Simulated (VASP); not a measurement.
# Cu (Im-3m) in VASP: a series of runs, part 2 of 2

VASP 6.6.1. The steps go on from the part before.

### Step 3. Relaxation of cell and atoms, PBEsol, target pressure 40 GPa, at which the enthalpy is minimised

INCAR reads:

```
ALGO = Normal
EDIFF = 1E-7
EDIFFG = -0.03
ENCUT = 600
GGA = PS
GGA_COMPAT = F
IBRION = 2
ISIF = 3
ISMEAR = -1
LASPH = T
LCHARG = F
LREAL = F
LWAVE = F
NELM = 120
NELMIN = 4
NSW = 50
PREC = Accurate
PSTRESS = 400.0
SIGMA = 0.1
```

KPOINTS reads:

```
k-points
0
Gamma
  12 12 12
```

POSCAR reads:

```
Cu
1.0
   -1.4350000000      1.4350000000      1.4350000000
    1.4350000000     -1.4350000000      1.4350000000
    1.4350000000      1.4350000000     -1.4350000000
Cu
1
Direct
    0.0000000000      0.0000000000      0.0000000000
```

Potentials or basis: VASP PAW PBE potentials, release 64 (Cu).

Command:

```
$ cat potpaw_PBE.64/Cu/POTCAR > POTCAR
$ mpirun -np 1 vasp_std > vasp.out
```

OUTCAR:

```text
EDIFF = 1E-7
   EDIFFG = -0.03
   ENCUT = 600
   GGA = PS
   IBRION = 2
   ISIF = 3
   ISMEAR = -1
   LASPH = T
   LREAL = F
   NELM = 120
   NELMIN = 4
   NSW = 50
   PREC = Accurate
   PSTRESS = 400.0

 ion  position               nearest neighbor table
   1  0.000  0.000  0.000-

  LATTYP: Found a body centered cubic cell.
 ALAT       =     2.8700000000

  Lattice vectors:

 A1 = (  -1.4350000000,   1.4350000000,   1.4350000000)
 A2 = (   1.4350000000,  -1.4350000000,   1.4350000000)
 A3 = (   1.4350000000,   1.4350000000,  -1.4350000000)

Analysis of symmetry for initial positions (statically):
=====================================================================
 Subroutine PRICEL returns:
 Original cell was already a primitive cell.

 Routine SETGRP: Setting up the symmetry group for a
 body centered cubic supercell.

 Subroutine GETGRP returns: Found 48 space group operations
 (whereof 48 operations were pure point group operations)
 out of a pool of 48 trial point group operations.

The static configuration has the point symmetry O_h .

Analysis of symmetry for dynamics (positions and initial velocities):
[... 161 lines left out ...]
  FORCE on cell =-STRESS in cart. coord.  units (eV):
  Direction    XX          YY          ZZ          XY          YZ          ZX
  --------------------------------------------------------------------------------------
  -------------------------------------------------------------------------------------
  Total       -0.3790092     -0.3790092     -0.3790092      0.0000000     -0.0000000      0.0000000
  in kB      -51.3741428    -51.3741428    -51.3741428      0.0000000     -0.0000000      0.0000000
  external PRESSURE =    -451.3741428 kB  Pullay stress =     400.0000000 kB
[... 61 lines left out ...]
--------------------------------------- Ionic step        3  -------------------------------------------

 number of electron      10.9999991 magnetization

 E-fermi :   9.9213     XC(G=0): -13.9964

 val. band max:        9.8071369759   @ k =   0.5000   0.5000   0.0833
 cond. band min:       9.9621442334   @ k =  -0.3333   0.4167   0.1667
 fundamental gap:      0.1550072575
 Fermi energy:         9.9212620367

 k-point     1 :       0.0000    0.0000    0.0000
  band No.  band energies     occupation
      1      -1.0011      2.00000
      2       6.0930      2.00000
      3       6.0930      2.00000
      4       6.0930      2.00000
      5       7.4208      2.00000
      6       7.4208      2.00000
      7      36.6270      0.00000
      8      36.6270      0.00000
      9      36.6270      0.00000
[... 349 lines left out ...]
--------------------------------------- Ionic step        5  -------------------------------------------

 number of electron      10.9999993 magnetization

 Free energy of the ion-electron system (eV)
  ---------------------------------------------------
  ext. energy  EPLUGINS =         0.00000000
  ---------------------------------------------------
  free energy    TOTEN  =        -4.08326885 eV

  energy without entropy =       -4.06887926  energy(sigma->0) =       -4.07607405

 E-fermi :  10.2131     XC(G=0): -14.1130

 val. band max:       10.0901966489   @ k =   0.3333   0.0833   0.0833
 cond. band min:      10.2564085087   @ k =  -0.3333   0.4167   0.1667
 fundamental gap:      0.1662118598
 Fermi energy:        10.2131419271

 k-point     1 :       0.0000    0.0000    0.0000
  band No.  band energies     occupation
      1      -0.8823      2.00000
      2       6.2996      2.00000
      3       6.2996      2.00000
      4       6.2996      2.00000
      5       7.6637      2.00000
      6       7.6637      2.00000
      7      37.0846      0.00000
      8      37.0846      0.00000
      9      37.0846      0.00000
[... 308 lines left out ...]
  energy  without entropy=       -4.0688792621  energy(sigma->0) =       -4.07607405

  enthalpy is  TOTEN    =        -1.6653108087 eV   P V=        2.4179580375

 reached required accuracy - stopping structural energy minimisation
```

Wall time 24 s (1 thread of Intel Xeon Platinum 8375C at 2.90GHz (Ice Lake), shared host); peak memory 0.14 GiB.

Results:

```yaml
Free_energy: -4.0833 eV
Relaxed_volume: 9.68 Å³/atom
Relaxed_cell: a = 2.326 Å, b = 2.326 Å, c = 2.326 Å, α = 109.47°, β = 109.47°, γ = 109.47°
Space_group_after_relaxing_to_0.1_Å: Im-3m (No. 229)
Energy_change_on_relaxing_the_run_minimises_the_enthalpy: +176.2 meV/atom
Ionic_steps: 5
Pressure_after_relaxing: 40.0 GPa
Band_gap_on_the_k_mesh: zero (an odd number of electrons rules out a gap without spin polarisation)
```

The path:
```tsv
step	energy change (eV)	largest force (eV/Å)	pressure (GPa)	volume (Å³)
1	0.0000	0.0000	-5.14	11.82
2	2.2847	0.0000	268.90	6.99
3	0.1343	0.0000	33.81	9.87
4	0.1606	0.0000	37.76	9.75
5	0.1762	0.0000	40.01	9.68
```

Final structure:
```
CELL_PARAMETERS angstrom
-1.34281 1.34281 1.34281
1.34281 -1.34281 1.34281
1.34281 1.34281 -1.34281
ATOMIC_POSITIONS crystal
Cu 0.00000 0.00000 0.00000
```

Caveat: the cell is relaxed towards a set pressure, so the run minimises the enthalpy, not the energy; the volume moved by over 15 % at a fixed basis, so the end points are rough; the PAW data sets were made with another functional, which shifts forces and pressure a little.

### Step 4. Relaxation of cell and atoms, PBEsol, target pressure 60 GPa, at which the enthalpy is minimised

INCAR reads:

```
SYSTEM = Cu
PREC = Accurate ; ENCUT = 600
EDIFF = 1E-7 ; ISMEAR = -1
SIGMA = 0.1 ; LREAL = .False.
LASPH = .True. ; NELM = 120
ALGO = Normal ; ISIF = 3
LWAVE = .False. ; LCHARG = .False.
GGA = PS ; IBRION = 2
NSW = 50 ; EDIFFG = -0.03
PSTRESS = 600.0 ; GGA_COMPAT = .False.
NELMIN = 4
```

KPOINTS reads:

```
Automatic mesh
0
Gamma
  12 12 12
  0 0 0
```

POSCAR is that of step 3.

Command:

```
$ cat potpaw_PBE.64/Cu/POTCAR > POTCAR
$ mpirun -np 1 vasp_std > vasp.out
```

It took 24 s on 1 thread of Intel Xeon Platinum 8375C at 2.90GHz (Ice Lake), shared host; peak memory 0.14 GiB.

The run converged. Its results:

```yaml
Free_energy: -3.9295 eV
Relaxed_volume: 9.19 Å³/atom
Relaxed_cell: a = 2.285 Å, b = 2.285 Å, c = 2.285 Å, α = 109.47°, β = 109.47°, γ = 109.47°
Space_group_after_relaxing_to_0.1_Å: Im-3m (No. 229)
Energy_change_on_relaxing_the_run_minimises_the_enthalpy: +329.9 meV/atom
Ionic_steps: 5
Pressure_after_relaxing: 60.3 GPa
Band_gap_on_the_k_mesh: zero (an odd number of electrons rules out a gap without spin polarisation)
```

Step by step:
```
step  energy change (eV)  largest force (eV/Å)  pressure (GPa)  volume (Å³)
   1              0.0000                0.0000           -5.14        11.82
   2              7.1939                0.0000          798.89         5.36
   3              0.2056                0.0000           44.09         9.57
   4              0.2610                0.0000           51.50         9.39
   5              0.3299                0.0000           60.27         9.19
```

Final structure:
```xyz
1
Lattice="-1.3195 1.3195 1.3195 1.3195 -1.3195 1.3195 1.3195 1.3195 -1.3195" Properties=species:S:1:pos:R:3 pbc="T T T"
Cu    0.0000    0.0000    0.0000
```

Levels at points of the mesh, in eV from the Fermi level:
| k point | band 1 | band 2 | band 3 | band 4 | band 5 | band 6 | band 7 | band 8 | band 9 |
| --- | --- | --- | --- | --- | --- | --- | --- | --- | --- |
| (0.00, 0.00, 0.00) | -11.60 | -4.17 | -4.17 | -4.17 | -2.70 | -2.70 | 27.33 | 27.33 | 27.33 |
| (0.50, 0.00, 0.00) | -6.86 | -5.23 | -2.74 | -2.52 | -1.61 | -1.44 | 5.76 | 19.42 | 20.80 |
| (0.50, 0.50, 0.50) | -6.47 | -6.47 | -1.86 | -1.86 | -1.86 | 9.26 | 9.26 | 9.26 | 15.56 |

Caveat: the cell is relaxed towards a set pressure, so the run minimises the enthalpy, not the energy; the volume moved by over 15 % at a fixed basis, so the end points are rough; the PAW data sets were made with another functional, which shifts forces and pressure a little.

### Step 5. Overview

| cell | gap on the mesh (eV) | pressure (GPa) |
| --- | --- | --- |
| relaxed to 20 GPa | none | 19.8 |
| relaxed to 40 GPa | none | 40.0 |
| relaxed to 60 GPa | none | 60.3 |

Alike in all rows: task relaxation of cell and atoms; level PBEsol; potentials or basis VASP PAW PBE potentials, release 64 (Cu); no spin polarisation; k mesh 12 × 12 × 12; cutoff (eV) 600; smearing fermi-dirac 0.1 eV.

Caveats: the cell is relaxed towards a set pressure, so the run minimises the enthalpy, not the energy; the PAW data sets were made with another functional, which shifts forces and pressure a little; the volume moved by over 15 % at a fixed basis, so the end points are rough (at least some runs).

Total energies depend on the potentials used, so only differences within one code and one set of settings carry meaning.
